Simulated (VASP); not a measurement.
# GeW (Fm-3m) in VASP: further runs, part 2 of 2

VASP 6.6.1. Earlier steps stand in the parts before.

**4. Relaxation of cell and atoms, revPBE**

File INCAR:

```
PREC = Accurate
ENCUT = 600
EDIFF = 1E-6
ISMEAR = -1
SIGMA = 0.05
LREAL = F
LASPH = T
NELM = 60
ALGO = Normal
ISIF = 3
LWAVE = F
LCHARG = F
GGA = RE
IBRION = 2
NSW = 60
EDIFFG = -0.01
```

File KPOINTS:

```
Automatic mesh
0
Gamma
  9 9 9
```

File POSCAR:

```
GeW
1.0
    0.0000000000      2.5776100000      2.5776100000
    2.5776100000      0.0000000000      2.5776100000
    2.5776100000      2.5776100000      0.0000000000
Ge W
1 1
Direct
    0.5000000000      0.5000000000      0.5000000000
    0.0000000000      0.0000000000      0.0000000000
```

Potentials or basis: VASP PAW PBE potentials, release 64 (Ge_d, W_sv).

On the command line:

```sh
$ cat potpaw_PBE.64/Ge_d/POTCAR potpaw_PBE.64/W_sv/POTCAR > POTCAR
$ mpirun -np 1 vasp_std > vasp.out
```

OUTCAR:

```text
PREC = Accurate
   ENCUT = 600
   EDIFF = 1E-6
   ISMEAR = -1
   LREAL = F
   LASPH = T
   NELM = 60
   ISIF = 3
   GGA = RE
   IBRION = 2
   NSW = 60
   EDIFFG = -0.01

 ion  position               nearest neighbor table
   1  0.500  0.500  0.500-   2 2.58   2 2.58   2 2.58   2 2.58   2 2.58   2 2.58
   2  0.000  0.000  0.000-   1 2.58   1 2.58   1 2.58   1 2.58   1 2.58   1 2.58

  LATTYP: Found a face centered cubic cell.
 ALAT       =     5.1552200000

  Lattice vectors:

 A1 = (   0.0000000000,   2.5776100000,   2.5776100000)
 A2 = (   2.5776100000,   0.0000000000,   2.5776100000)
 A3 = (   2.5776100000,   2.5776100000,   0.0000000000)

Analysis of symmetry for initial positions (statically):
=====================================================================
 Subroutine PRICEL returns:
 Original cell was already a primitive cell.

 Routine SETGRP: Setting up the symmetry group for a
 face centered cubic supercell.

 Subroutine GETGRP returns: Found 48 space group operations
 (whereof 48 operations were pure point group operations)
 out of a pool of 48 trial point group operations.

The static configuration has the point symmetry O_h .

Analysis of symmetry for dynamics (positions and initial velocities):
=====================================================================
 Subroutine PRICEL returns:
 Original cell was already a primitive cell.

 Routine SETGRP: Setting up the symmetry group for a
 face centered cubic supercell.

 Subroutine GETGRP returns: Found 48 space group operations
 (whereof 48 operations were pure point group operations)
 out of a pool of 48 trial point group operations.

The dynamic configuration has the point symmetry O_h .

 Subroutine INISYM returns: Found 48 space group operations
 (whereof 48 operations are pure point group operations),
 and found     1 'primitive' translations

----------------------------------------------------------------------------------------

                                     Primitive cell

  volume of cell :      34.2517

  direct lattice vectors                    reciprocal lattice vectors
     0.000000000  2.577610000  2.577610000    -0.193978143  0.193978143  0.193978143
     2.577610000  0.000000000  2.577610000     0.193978143 -0.193978143  0.193978143
     2.577610000  2.577610000  0.000000000     0.193978143  0.193978143 -0.193978143

  length of vectors
     3.645291021  3.645291021  3.645291021     0.335979998  0.335979998  0.335979998

  position of ions in fractional coordinates (direct lattice)
     0.500000000  0.500000000  0.500000000
     0.000000000  0.000000000  0.000000000

  ion indices of the primitive-cell ions
   primitive index   ion index
                 1           1
                 2           2

----------------------------------------------------------------------------------------

 KPOINTS: Automatic mesh

Automatic generation of k-mesh.
 Grid dimensions read from file:
 generate k-points for:    9    9    9

 Generating k-lattice:

  Cartesian coordinates                     Fractional coordinates (reciprocal lattice)
    -0.021553127  0.021553127  0.021553127     0.111111111  0.000000000  0.000000000
     0.021553127 -0.021553127  0.021553127     0.000000000  0.111111111  0.000000000
     0.021553127  0.021553127 -0.021553127     0.000000000  0.000000000  0.111111111

  Length of vectors
     0.037331111  0.037331111  0.037331111

  Shift w.r.t. Gamma in fractional coordinates (k-lattice)
     0.000000000  0.000000000  0.000000000

 Subroutine IBZKPT returns following result:
 ===========================================

 Found     35 irreducible k-points:

 Following reciprocal coordinates:
            Coordinates               Weight
  0.000000  0.000000  0.000000      1.000000
  0.111111  0.000000  0.000000      8.000000
  0.222222  0.000000  0.000000      8.000000
  0.333333  0.000000  0.000000      8.000000
  0.444444  0.000000  0.000000      8.000000
  0.111111  0.111111  0.000000      6.000000
[... 16 lines left out ...]
 -0.333333  0.333333  0.000000     12.000000
  0.444444  0.444444  0.000000      6.000000
 [... further k-points ...]
   k-points           NKPTS =     35   k-points in BZ     NKDIM =     35   number of bands    NBANDS=     18
   number of dos      NEDOS =    301   number of ions     NIONS =      2
   total plane-waves  NPLWV =  27000
   dimension x,y,z NGX =    30 NGY =   30 NGZ =   30
   dimension x,y,z NGXF=    60 NGYF=   60 NGZF=   60
   ions per type =               1   1
   NGX,Y,Z   is equivalent  to a cutoff of  13.68, 13.68, 13.68 a.u.
   NGXF,Y,Z  is equivalent  to a cutoff of  27.36, 27.36, 27.36 a.u.
 SYSTEM =  unknown system
   PREC   = accura    normal or accurate (medium, high low for compatibility)
   ISTART =      0    job   : 0-new  1-cont  2-samecut
   ICHARG =      2    charge: 1-file 2-atom 10-const
   ISPIN  =      1    spin polarized calculation?
   LNONCOLLINEAR =      F non collinear calculations
   LSORBIT =      F    spin-orbit coupling
   LASPH  =      T    aspherical Exc in radial PAW
   ENCUT  =  600.0 eV  44.10 Ry    6.64 a.u.   7.28  7.28  7.28*2*pi/ulx,y,z
   NELM   =     60;   NELMIN=  2; NELMDL= -5     # of ELM steps
   EDIFF  = 0.1E-05   stopping-criterion for ELM
   LREAL  =      F    real-space projection
   EDIFFG = -.1E-01   stopping-criterion for IOM
   NSW    =     60    number of steps for IOM
   IBRION =      2    ionic relax: 0-MD 1-quasi-New 2-CG
   NFREE  =      1    steps in history (QN), initial steepest desc. (CG)
   ISIF   =      3    stress and relaxation
   ISYM   =      2    0-nonsym 1-usesym 2-fastsym
   POTIM  = 0.5000    time-step for ionic-motion
   TEBEG  =    0.0;   TEEND  =   0.0 temperature during run
   PSTRESS=    0.0 pullay stress
   NELECT =      28.0000    total number of electrons
   NUPDOWN=      -1.0000    fix difference up-down
   EMIN   =  10.00;   EMAX   =-10.00  energy-range for DOS
   EFERMI =   0.00;   METHOD = LEGACY
   ISMEAR =    -1;   SIGMA  =   0.05  broadening in eV -4-tet -1-fermi 0-gaus
   EFERMI_NEDOS =   21; number of points for ismear=-14 and -15
   IALGO  =     38    algorithm
   IMIX   =      4    mixing-type and parameters
     AMIX     =   0.40;   BMIX     =  1.00
     AMIX_MAG =   1.60;   BMIX_MAG =  1.00
  volume/ion in A,a.u.               =      17.13       115.57
  Fermi-wavevector in a.u.,A,eV,Ry     =   1.530736  2.892672 31.880529  2.343153
  Thomas-Fermi vector in A             =   2.638178
   LORBIT       =      0    0 simple, 1 ext, 2 COOP (PROOUT), +10 PAW based schemes
   GGA     = RE    functional components
   LHFCALC =     F    Hartree Fock is set to
   AEXX    =    0.0000 exact exchange contribution
   IVDW    =     0    specifies the selected vdW correction
   LEPSILON=     F    determine dielectric tensor
   LRPA    =     F    only Hartree local field effects (RPA)
 conjugate gradient relaxation of ions
 non-spin polarized calculation
  energy-cutoff  :      600.00
  volume of cell :       34.25
 maximum number of plane-waves:      1158
 NGX is ok and might be reduce to    30
   NGX = 15   NGY = 15   NGZ = 15

--------------------------------------- Ionic step        1  -------------------------------------------

 number of electron      28.0000000 magnetization

 Free energy of the ion-electron system (eV)
  ---------------------------------------------------
  ext. energy  EPLUGINS =         0.00000000
  ---------------------------------------------------
  free energy    TOTEN  =       -14.94493389 eV

  energy without entropy =      -14.92108256  energy(sigma->0) =      -14.93300822

------------------------ aborting loop because EDIFF is reached ----------------------------------------

  FORCE on cell =-STRESS in cart. coord.  units (eV):
  Direction    XX          YY          ZZ          XY          YZ          ZX
  --------------------------------------------------------------------------------------
  -------------------------------------------------------------------------------------
  Total        0.5389630      0.5389630      0.5389630     -0.0000000      0.0000000     -0.0000000
  in kB       25.2108730     25.2108730     25.2108730     -0.0000000      0.0000000     -0.0000000
  external PRESSURE =      25.2108730 kB  Pullay stress =       0.0000000 kB
[... 59 lines left out ...]
--------------------------------------- Ionic step        3  -------------------------------------------

 number of electron      27.9999993 magnetization

 Free energy of the ion-electron system (eV)
  ---------------------------------------------------
  ext. energy  EPLUGINS =         0.00000000
  ---------------------------------------------------
  free energy    TOTEN  =       -14.94891824 eV

  energy without entropy =      -14.92485194  energy(sigma->0) =      -14.93688509

 E-fermi :   8.9460     XC(G=0): -12.2821

 val. band max:        8.9131836112   @ k =  -0.3333   0.3333   0.1111
 cond. band min:       8.9478428934   @ k =   0.3333   0.2222   0.0000
 fundamental gap:      0.0346592821
 Fermi energy:         8.9460231738

 k-point     1 :       0.0000    0.0000    0.0000
  band No.  band energies     occupation
      1     -65.5908      2.00000
      2     -29.7723      2.00000
      3     -29.7723      2.00000
      4     -29.7723      2.00000
      5     -15.5316      2.00000
      6     -15.5316      2.00000
[... 481 lines left out ...]
      5     -15.5256      2.00000
      6     -15.5210      2.00000
[... 10 lines left out ...]
     17      10.3366      0.00000
     18      10.8309      0.00000

 [... further k-points ...]
[... 5 lines left out ...]
  --------------------------------------------------------------------------------------
  -------------------------------------------------------------------------------------
  Total       -0.0051431     -0.0051431     -0.0051431      0.0000000      0.0000000      0.0000000
  in kB       -0.2370405     -0.2370405     -0.2370405      0.0000000      0.0000000      0.0000000
  external PRESSURE =      -0.2370405 kB  Pullay stress =       0.0000000 kB
[... 17 lines left out ...]
  FREE ENERGIE OF THE ION-ELECTRON SYSTEM (eV)
  ---------------------------------------------------
  free  energy   TOTEN  =       -14.9489182379 eV

  energy  without entropy=      -14.9248519413  energy(sigma->0) =      -14.93688509

 reached required accuracy - stopping structural energy minimisation
```

OSZICAR:

```text
N       E                     dE             d eps       ncg     rms          rms(c)
DAV:   1     0.219594549215E+03    0.21959E+03   -0.16469E+04  1334   0.378E+03
DAV:   2     0.254256694462E+01   -0.21705E+03   -0.21312E+03  1306   0.612E+02
DAV:   3    -0.153135405289E+02   -0.17856E+02   -0.17151E+02  1440   0.136E+02
DAV:   4    -0.159542039060E+02   -0.64066E+00   -0.62487E+00  1460   0.226E+01
[... 25 lines left out ...]
DAV:   4    -0.149492187990E+02    0.58314E-02   -0.65796E-03  1426   0.105E+00    0.235E-01
DAV:   5    -0.149489550295E+02    0.26377E-03   -0.11034E-03  1626   0.536E-01    0.470E-02
DAV:   6    -0.149489236075E+02    0.31422E-04   -0.23032E-04  1592   0.199E-01    0.265E-02
DAV:   7    -0.149489183530E+02    0.52545E-05   -0.35346E-05  1286   0.462E-02    0.505E-03
DAV:   8    -0.149489182379E+02    0.11513E-06   -0.11429E-06   822   0.111E-02
   3 F= -.14948918E+02 E0= -.14936885E+02  d E =-.398435E-02
```

CONTCAR:

```text
GeW
   1.00000000000000
     0.0000000000000000    2.5903668746884203    2.5903668746884203
     2.5903668746884203    0.0000000000000000    2.5903668746884203
     2.5903668746884203    2.5903668746884203   -0.0000000000000000
  Ge              W
     1     1
Direct
     0.5000000000000000    0.5000000000000000    0.5000000000000000
     0.0000000000000000    0.0000000000000000    0.0000000000000000

  0.00000000E+00  0.00000000E+00  0.00000000E+00
  0.00000000E+00  0.00000000E+00  0.00000000E+00
```

Run time: 34 s. Hardware: 1 thread of Intel Xeon 6975P-C (Granite Rapids), shared host; peak memory 0.19 GiB.

What came out:

| Property | Result |
| --- | --- |
| Free energy | -14.9489 eV |
| Relaxed volume | 17.38 Å³/atom |
| Relaxed cell | a = 3.663 Å, b = 3.663 Å, c = 3.663 Å, α = 60.00°, β = 60.00°, γ = 60.00° |
| Space group after relaxing (to 0.1 Å) | Fm-3m (No. 225) |
| Energy gained by relaxing | 2.0 meV/atom |
| Ionic steps | 3 |
| Pressure after relaxing | 0.0 GPa |
| Band gap on the k mesh | zero (bands 14 and 15 overlap by 1.67 eV) |

The path:
```
step  energy change (eV)  largest force (eV/Å)  pressure (GPa)  volume (Å³)
   1              0.0000                0.0000            2.52        34.25
   2              0.0062                0.0000           -3.74        35.60
   3             -0.0040                0.0000           -0.02        34.76
```

Final structure:
```
Ge W
1.0
     0.00000    2.59037    2.59037
     2.59037    0.00000    2.59037
     2.59037    2.59037    0.00000
Ge W
1 1
Direct
  0.50000 0.50000 0.50000
  0.00000 0.00000 0.00000
```

Levels at points of the mesh, in eV from the Fermi level:
```csv
k point,band 11,band 12,band 13,band 14,band 15,band 16,band 17,band 18
"(0.00, 0.00, 0.00)",-1.57,-1.57,-1.57,-0.87,-0.87,2.40,2.40,2.40
```

Caveat: the PAW data sets were made with another functional, which shifts forces and pressure a little; spin-orbit coupling is left out, which moves the levels of the heavy elements.

**5. Relaxation of cell and atoms, BLYP**

File INCAR:

```
SYSTEM = GeW
AGGAC = 1.0
AGGAX = 1.0
ALDAC = 0.0
ALDAX = 1.0
ALGO = Normal
EDIFF = 1E-6
EDIFFG = -0.01
ENCUT = 600
GGA = B5
IBRION = 2
ISIF = 3
ISMEAR = -1
LASPH = .True.
LCHARG = .False.
LREAL = .False.
LWAVE = .False.
NELM = 100
NSW = 60
PREC = Accurate
SIGMA = 0.05
```

File KPOINTS:

```
k-points
0
Gamma
  9 9 9
  0 0 0
```

POSCAR is that of step 4.

On the command line:

```sh
$ cat potpaw_PBE.64/Ge_d/POTCAR potpaw_PBE.64/W_sv/POTCAR > POTCAR
$ mpirun -np 1 vasp_std > vasp.out
```

Run time: 75 s. Hardware: 1 thread of Intel Xeon 6975P-C (Granite Rapids), shared host; peak memory 0.2 GiB.

The run converged. Its results:

```yaml
Free_energy: -13.3443 eV
Relaxed_volume: 18.08 Å³/atom
Relaxed_cell: a = 3.712 Å, b = 3.712 Å, c = 3.712 Å, α = 60.00°, β = 60.00°, γ = 60.00°
Space_group_after_relaxing_to_0.1_Å: Fm-3m (No. 225)
Energy_gained_by_relaxing: 25.2 meV/atom
Ionic_steps: 5
Pressure_after_relaxing: -0.1 GPa
Band_gap_on_the_k_mesh: zero (bands 14 and 15 overlap by 1.56 eV)
```

Step by step:
| step | energy change (eV) | largest force (eV/Å) | pressure (GPa) | volume (Å³) |
| --- | --- | --- | --- | --- |
| 1 | 0.0000 | 0.0000 | 8.86 | 34.25 |
| 2 | 0.0489 | 0.0000 | -9.99 | 39.16 |
| 3 | -0.0503 | 0.0000 | -0.38 | 36.21 |
| 4 | -0.0503 | 0.0000 | 0.10 | 36.12 |
| 5 | -0.0503 | 0.0000 | -0.06 | 36.16 |

Final structure:
```xyz
2
Lattice="0.0000 2.6246 2.6246 2.6246 0.0000 2.6246 2.6246 2.6246 0.0000" Properties=species:S:1:pos:R:3 pbc="T T T"
Ge    2.6246    2.6246    2.6246
W     0.0000    0.0000    0.0000
```

Levels at points of the mesh, in eV from the Fermi level:
```csv
k point,band 10,band 11,band 12,band 13,band 14,band 15,band 16,band 17,band 18
"(0.00, 0.00, 0.00)",-11.87,-1.44,-1.44,-1.44,-0.83,-0.83,2.26,2.26,2.26
```

Caveat: the PAW data sets were made with another functional, which shifts forces and pressure a little; spin-orbit coupling is left out, which moves the levels of the heavy elements.

**6. Single point, PBEsol, non-collinear spin, zero start, spin-orbit coupling**

File INCAR:

```
ALGO = Normal
EDIFF = 1E-7
ENCUT = 520
GGA = PS
GGA_COMPAT = F
ISIF = 2
ISMEAR = -1
LASPH = T
LCHARG = T
LMAXMIX = 4
LORBIT = 11
LORBMOM = T
LREAL = F
LSORBIT = T
LVHAR = T
LWAVE = F
MAGMOM = 0 0 0 0 0 0
NBANDS = 40
NELM = 150
PREC = Accurate
SIGMA = 0.05
```

File KPOINTS:

```
k-points
0
Gamma
  7 7 7
```

POSCAR is that of step 5.

Potentials or basis: VASP PAW PBE potentials, release 64 (Ge_d, W_sv).

On the command line:

```sh
$ cat potpaw_PBE.64/Ge_d/POTCAR potpaw_PBE.64/W_sv/POTCAR > POTCAR
$ mpirun -np 1 vasp_ncl > vasp.out
```

It took 39 s on 1 thread of Intel Xeon 6975P-C (Granite Rapids), shared host; peak memory 0.26 GiB.

Results (log left out):

| Property | Result |
| --- | --- |
| Free energy | -17.8871 eV |
| Pressure | -5.1 GPa |
| Net moment | 0.00 μB per cell |
| Valence electrons inside the program's atomic spheres | Ge 12.62; W 11.95 |

Moments on the atoms (μB; x, y, z):
```
Ge  0.00 0.00 0.00
W   0.00 0.00 0.00
```

Caveat: the cell stands under tension; the PAW data sets were made with another functional, which shifts forces and pressure a little.

**7. Overview**

```tsv
task	level	spin	cell	k mesh	cutoff (eV)	gap on the mesh (eV)	pressure (GPa)	relaxed volume (Å³/atom)
single point	r2SCAN	off	as given	9 × 9 × 9	520	none	-3.1	-
relaxation of cell and atoms	RPBE	off	relaxed	9 × 9 × 9	600	none	0.0	17.47
relaxation of cell and atoms	revPBE	off	relaxed	9 × 9 × 9	600	none	0.0	17.38
relaxation of cell and atoms	BLYP	off	relaxed	9 × 9 × 9	600	none	-0.1	18.08
single point	PBEsol	non-collinear, zero start, SOC	as given	7 × 7 × 7	520	-	-5.1	-
```

Alike in all rows: potentials or basis VASP PAW PBE potentials, release 64 (Ge_d, W_sv); smearing fermi-dirac 0.05 eV.

Caveats: the PAW data sets were made with another functional, which shifts forces and pressure a little; spin-orbit coupling is left out, which moves the levels of the heavy elements (at least some runs); the cell stands under tension (at least some runs).

Total energies depend on the potentials used, so only differences within one code and one set of settings carry meaning.
